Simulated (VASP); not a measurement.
# In (Pm-3m) in VASP: a series of runs

Runs on In. Level: LDA. Tasks: single point.

All numbers are computed with VASP 6.6.1; they aren't measurements. Logs are shortened: lines on timing, memory, paths and dates and some standing lists are left out, and cuts for length are marked.

## Step 1: The cell of the first run

Symmetry: Pm-3m, No. 221, cubic system. The conventional cell has a = 2.357 Å, b = 2.357 Å, c = 2.357 Å, α = 90.00°, β = 90.00°, γ = 90.00°. Within 3.1 Å of In (site symmetry m-3m) lie 6 In at 2.36 Å.

This isn't the form of In at room conditions, which is tetragonal.

## Step 2: Single point, LDA

INCAR

```
PREC = Accurate ; ENCUT = 520
EDIFF = 1E-6 ; ISMEAR = -1
SIGMA = 0.05 ; LREAL = F
LASPH = T ; NELM = 100
ALGO = Normal ; ISIF = 2
LWAVE = F ; LCHARG = F
NBANDS = 12
```

KPOINTS

```
regular mesh
0
Gamma
  16 16 16
```

POSCAR

```
In
1.0
    2.3568907444      0.0000000000      0.0000000000
    0.0000000000      2.3568907444      0.0000000000
    0.0000000000      0.0000000000      2.3568907444
In
1
Direct
    0.0000000000      0.0000000000      0.0000000000
```

Potentials or basis: VASP PAW LDA potentials, release 64 (In_d).

On the command line:

```sh
> cat potpaw_LDA.64/In_d/POTCAR > POTCAR
> mpirun -np 1 vasp_std > vasp.out
```

OUTCAR:

```text
PREC = Accurate
   ENCUT = 520
   EDIFF = 1E-6
   ISMEAR = -1
   LREAL = F
   LASPH = T
   NELM = 100
   ISIF = 2

 ion  position               nearest neighbor table
   1  0.000  0.000  0.000-

  LATTYP: Found a simple cubic cell.
 ALAT       =     2.3568907444

  Lattice vectors:

 A1 = (   2.3568907444,   0.0000000000,   0.0000000000)
 A2 = (   0.0000000000,   2.3568907444,   0.0000000000)
 A3 = (   0.0000000000,   0.0000000000,   2.3568907444)

Analysis of symmetry for initial positions (statically):
=====================================================================
 Subroutine PRICEL returns:
 Original cell was already a primitive cell.

 Routine SETGRP: Setting up the symmetry group for a
 simple cubic supercell.

 Subroutine GETGRP returns: Found 48 space group operations
 (whereof 48 operations were pure point group operations)
 out of a pool of 48 trial point group operations.

The static configuration has the point symmetry O_h .

Analysis of symmetry for dynamics (positions and initial velocities):
=====================================================================
 Subroutine PRICEL returns:
 Original cell was already a primitive cell.

 Routine SETGRP: Setting up the symmetry group for a
 simple cubic supercell.

 Subroutine GETGRP returns: Found 48 space group operations
 (whereof 48 operations were pure point group operations)
 out of a pool of 48 trial point group operations.

The dynamic configuration has the point symmetry O_h .

 Subroutine INISYM returns: Found 48 space group operations
 (whereof 48 operations are pure point group operations),
 and found     1 'primitive' translations

----------------------------------------------------------------------------------------

                                     Primitive cell

  volume of cell :      13.0924

  direct lattice vectors                    reciprocal lattice vectors
     2.356890744  0.000000000  0.000000000     0.424287805  0.000000000  0.000000000
     0.000000000  2.356890744  0.000000000     0.000000000  0.424287805  0.000000000
     0.000000000  0.000000000  2.356890744     0.000000000  0.000000000  0.424287805

  length of vectors
     2.356890744  2.356890744  2.356890744     0.424287805  0.424287805  0.424287805

  position of ions in fractional coordinates (direct lattice)
     0.000000000  0.000000000  0.000000000

  ion indices of the primitive-cell ions
   primitive index   ion index
                 1           1

----------------------------------------------------------------------------------------

 KPOINTS: regular mesh

Automatic generation of k-mesh.
 Grid dimensions read from file:
 generate k-points for:   16   16   16

 Generating k-lattice:

  Cartesian coordinates                     Fractional coordinates (reciprocal lattice)
     0.026517988  0.000000000  0.000000000     0.062500000  0.000000000  0.000000000
     0.000000000  0.026517988  0.000000000     0.000000000  0.062500000  0.000000000
     0.000000000  0.000000000  0.026517988     0.000000000  0.000000000  0.062500000

  Length of vectors
     0.026517988  0.026517988  0.026517988

  Shift w.r.t. Gamma in fractional coordinates (k-lattice)
     0.000000000  0.000000000  0.000000000

 Subroutine IBZKPT returns following result:
 ===========================================

 Found    165 irreducible k-points:

 Following reciprocal coordinates:
            Coordinates               Weight
  0.000000  0.000000  0.000000      1.000000
  0.062500  0.000000  0.000000      6.000000
  0.125000  0.000000  0.000000      6.000000
  0.187500  0.000000  0.000000      6.000000
  0.250000  0.000000  0.000000      6.000000
  0.312500  0.000000  0.000000      6.000000
[... 16 lines left out ...]
  0.437500  0.125000  0.000000     24.000000
  0.500000  0.125000  0.000000     12.000000
 [... further k-points ...]
   k-points           NKPTS =    165   k-points in BZ     NKDIM =    165   number of bands    NBANDS=     12
   number of dos      NEDOS =    301   number of ions     NIONS =      1
   total plane-waves  NPLWV =   5832
   dimension x,y,z NGX =    18 NGY =   18 NGZ =   18
   dimension x,y,z NGXF=    36 NGYF=   36 NGZF=   36
   ions per type =               1
   NGX,Y,Z   is equivalent  to a cutoff of  12.70, 12.70, 12.70 a.u.
   NGXF,Y,Z  is equivalent  to a cutoff of  25.39, 25.39, 25.39 a.u.
 SYSTEM =  unknown system
   PREC   = accura    normal or accurate (medium, high low for compatibility)
   ISTART =      0    job   : 0-new  1-cont  2-samecut
   ICHARG =      2    charge: 1-file 2-atom 10-const
   ISPIN  =      1    spin polarized calculation?
   LNONCOLLINEAR =      F non collinear calculations
   LSORBIT =      F    spin-orbit coupling
   LASPH  =      T    aspherical Exc in radial PAW
   ENCUT  =  520.0 eV  38.22 Ry    6.18 a.u.   4.38  4.38  4.38*2*pi/ulx,y,z
   NELM   =    100;   NELMIN=  2; NELMDL= -5     # of ELM steps
   EDIFF  = 0.1E-05   stopping-criterion for ELM
   LREAL  =      F    real-space projection
   EDIFFG = 0.1E-04   stopping-criterion for IOM
   NSW    =      0    number of steps for IOM
   IBRION =     -1    ionic relax: 0-MD 1-quasi-New 2-CG
   NFREE  =      0    steps in history (QN), initial steepest desc. (CG)
   ISIF   =      2    stress and relaxation
   ISYM   =      2    0-nonsym 1-usesym 2-fastsym
   POTIM  = 0.5000    time-step for ionic-motion
   TEBEG  =    0.0;   TEEND  =   0.0 temperature during run
   PSTRESS=    0.0 pullay stress
   NELECT =      13.0000    total number of electrons
   NUPDOWN=      -1.0000    fix difference up-down
   EMIN   =  10.00;   EMAX   =-10.00  energy-range for DOS
   EFERMI =   0.00;   METHOD = LEGACY
   ISMEAR =    -1;   SIGMA  =   0.05  broadening in eV -4-tet -1-fermi 0-gaus
   EFERMI_NEDOS =   21; number of points for ismear=-14 and -15
   IALGO  =     38    algorithm
   IMIX   =      4    mixing-type and parameters
     AMIX     =   0.40;   BMIX     =  1.00
     AMIX_MAG =   1.60;   BMIX_MAG =  1.00
  volume/ion in A,a.u.               =      13.09        88.35
  Fermi-wavevector in a.u.,A,eV,Ry     =   1.633239  3.086375 36.293143  2.667471
  Thomas-Fermi vector in A             =   2.725077
   LORBIT       =      0    0 simple, 1 ext, 2 COOP (PROOUT), +10 PAW based schemes
   GGA     = CA    functional components
   LHFCALC =     F    Hartree Fock is set to
   AEXX    =    0.0000 exact exchange contribution
   IVDW    =     0    specifies the selected vdW correction
   LEPSILON=     F    determine dielectric tensor
   LRPA    =     F    only Hartree local field effects (RPA)
 non-spin polarized calculation
  energy-cutoff  :      520.00
  volume of cell :       13.09
 maximum number of plane-waves:       365
 NGX is ok and might be reduce to    18
   NGX =  9   NGY =  9   NGZ =  9

 number of electron      13.0000008 magnetization

 Free energy of the ion-electron system (eV)
  ---------------------------------------------------
  ext. energy  EPLUGINS =         0.00000000
  ---------------------------------------------------
  free energy    TOTEN  =         0.78279132 eV

  energy without entropy =        0.78504409  energy(sigma->0) =        0.78391771

 E-fermi :  18.8149     XC(G=0): -14.2087

 val. band max:       18.7368164046   @ k =   0.3125   0.0625   0.0000
 cond. band min:      18.8561102500   @ k =   0.3125   0.0625   0.0625
 fundamental gap:      0.1192938453
 Fermi energy:        18.8148519141

 k-point     1 :       0.0000    0.0000    0.0000
  band No.  band energies     occupation
      1      -0.5082      2.00000
      2      -0.5082      2.00000
      3       2.4887      2.00000
      4       3.5540      2.00000
      5       3.5540      2.00000
      6       3.5540      2.00000
      7      29.5968      0.00000
      8      29.5968      0.00000
      9      29.5968      0.00000
     10      35.9469      0.00000
     11      35.9469      0.00000
     12      38.4466      0.00000

 k-point     2 :       0.0625    0.0000    0.0000
  band No.  band energies     occupation
      1      -0.4950      2.00000
      2      -0.4234      2.00000
      3       2.6134      2.00000
      4       3.5016      2.00000
      5       3.5016      2.00000
      6       3.5583      2.00000
      7      28.4680      0.00000
      8      29.7762      0.00000
      9      29.7762      0.00000
     10      35.7785      0.00000
     11      36.5058      0.00000
     12      39.1282      0.00000

 k-point     3 :       0.1250    0.0000    0.0000
  band No.  band energies     occupation
      1      -0.4576      2.00000
      2      -0.1923      2.00000
      3       3.0014      2.00000
      4       3.3542      2.00000
      5       3.3542      2.00000
      6       3.5707      2.00000
      7      26.1778      0.00000
      8      30.2998      0.00000
      9      30.2998      0.00000
     10      35.3115      0.00000
     11      36.8791      0.00000
     12      41.3526      0.00000
[... 286 lines left out ...]
 k-point    23 :       0.4375    0.1250    0.0000
  band No.  band energies     occupation
      1       0.0619      2.00000
      2       1.4973      2.00000
      3       1.8912      2.00000
      4       2.3632      2.00000
      5       3.4807      2.00000
      6       9.8588      2.00000
      7      14.4501      2.00000
      8      30.8881      0.00000
      9      33.4604      0.00000
     10      35.0656      0.00000
     11      36.7536      0.00000
     12      41.9815      0.00000

 k-point    24 :       0.5000    0.1250    0.0000
  band No.  band energies     occupation
      1       0.0767      2.00000
      2       1.5580      2.00000
      3       1.8417      2.00000
      4       2.3193      2.00000
      5       3.4856      2.00000
      6      11.1847      2.00000
      7      12.9662      2.00000
      8      31.2703      0.00000
      9      33.4831      0.00000
     10      34.4350      0.00000
     11      37.3622      0.00000
     12      41.3452      0.00000

 [... further k-points ...]
[... 5 lines left out ...]
  --------------------------------------------------------------------------------------
  -------------------------------------------------------------------------------------
  Total       15.7328608     15.7328608     15.7328608      0.0000000     -0.0000000      0.0000000
  in kB     1925.3067279   1925.3067279   1925.3067279      0.0000000     -0.0000000      0.0000000
  external PRESSURE =    1925.3067279 kB  Pullay stress =       0.0000000 kB

 VOLUME and BASIS-vectors are now :
 -----------------------------------------------------------------------------
  energy-cutoff  :      520.00
  volume of cell :       13.09
      direct lattice vectors                 reciprocal lattice vectors
     2.356890744  0.000000000  0.000000000     0.424287805  0.000000000  0.000000000
     0.000000000  2.356890744  0.000000000     0.000000000  0.424287805  0.000000000
     0.000000000  0.000000000  2.356890744     0.000000000  0.000000000  0.424287805

 POSITION                                       TOTAL-FORCE (eV/Angst)
 -----------------------------------------------------------------------------------
      0.00000      0.00000      0.00000         0.000000      0.000000      0.000000
 -----------------------------------------------------------------------------------
    total drift:                               -0.000000      0.000000      0.000000

  FREE ENERGIE OF THE ION-ELECTRON SYSTEM (eV)
  ---------------------------------------------------
  free  energy   TOTEN  =         0.7827913179 eV

  energy  without entropy=        0.7850440944  energy(sigma->0) =        0.78391771
```

Run time: 7.4 s. Hardware: 1 thread of Intel Xeon 6975P-C (Granite Rapids), shared host; peak memory 0.13 GiB.

What came out:

```yaml
Free_energy: 0.7828 eV
Pressure: 192.5 GPa
Band_gap_on_the_k_mesh: zero (an odd number of electrons rules out a gap without spin polarisation)
```

Levels at points of the mesh, in eV from the Fermi level:
| k point | band 3 | band 4 | band 5 | band 6 | band 7 | band 8 | band 9 | band 10 | band 11 | band 12 |
| --- | --- | --- | --- | --- | --- | --- | --- | --- | --- | --- |
| (0.00, 0.00, 0.00) | -16.33 | -15.26 | -15.26 | -15.26 | 10.78 | 10.78 | 10.78 | 17.13 | 17.13 | 19.63 |
| (0.50, 0.00, 0.00) | -16.53 | -16.53 | -15.15 | -8.37 | -6.06 | 13.37 | 16.36 | 17.58 | 17.58 | 22.67 |
| (0.50, 0.50, 0.00) | -16.32 | -16.32 | -14.22 | -2.57 | -2.57 | 2.91 | 4.56 | 18.77 | 18.77 | 21.51 |
| (0.50, 0.50, 0.50) | -18.33 | -14.14 | -14.14 | 3.66 | 3.66 | 3.66 | 5.55 | 10.68 | 10.68 | 10.68 |

Caveat: the cell stands under pressure; spin-orbit coupling is left out, which moves the levels of the heavy elements.

## Step 3: Single point, LDA

INCAR

```
SYSTEM = In
  PREC = Accurate
  ENCUT = 520
  EDIFF = 1E-6
  ISMEAR = -1
  SIGMA = 0.05
  LREAL = .FALSE.
  LASPH = .TRUE.
  NELM = 60
  ALGO = Normal
  ISIF = 2
  LWAVE = .FALSE.
  LCHARG = .TRUE.
  GGA = CA
  LELF = .TRUE.
  LVHAR = .TRUE.
  NBANDS = 12
```

KPOINTS

```
regular mesh
0
G
  16 16 16
  0 0 0
```

POSCAR

```
In
1.0
    2.3571575969      0.0000000000      0.0000000000
    0.0000000000      2.3571575969      0.0000000000
    0.0000000000      0.0000000000      2.3571575969
In
1
Direct
    0.0000000000      0.0000000000      0.0000000000
```

Potentials or basis: VASP PAW LDA potentials, release 64 (In_d).

On the command line:

```sh
> cat potpaw_LDA.64/In_d/POTCAR > POTCAR
> mpirun -np 1 vasp_std > vasp.out
```

Run time: 7.6 s. Hardware: 1 thread of Intel Xeon 6975P-C (Granite Rapids), shared host; peak memory 0.13 GiB.

The run converged. Its results:

```
Free energy            : 0.7774 eV
Pressure               : 192.3 GPa
Band gap on the k mesh : zero (an odd number of electrons rules out a gap without spin polarisation)
```

Levels at points of the mesh, in eV from the Fermi level:
```
           k point  band 4  band 5  band 6  band 7  band 8  band 9  band 10  band 11
(0.00, 0.00, 0.00)  -15.26  -15.26  -15.26   10.78   10.78   10.78    17.13    17.13
(0.50, 0.00, 0.00)  -16.52  -15.14   -8.37   -6.06   13.37   16.36    17.58    17.58
(0.50, 0.50, 0.00)  -16.32  -14.22   -2.57   -2.57    2.90    4.56    18.77    18.77
(0.50, 0.50, 0.50)  -14.14  -14.14    3.66    3.66    3.66    5.55    10.68    10.68
```

Caveat: the cell stands under pressure; spin-orbit coupling is left out, which moves the levels of the heavy elements.
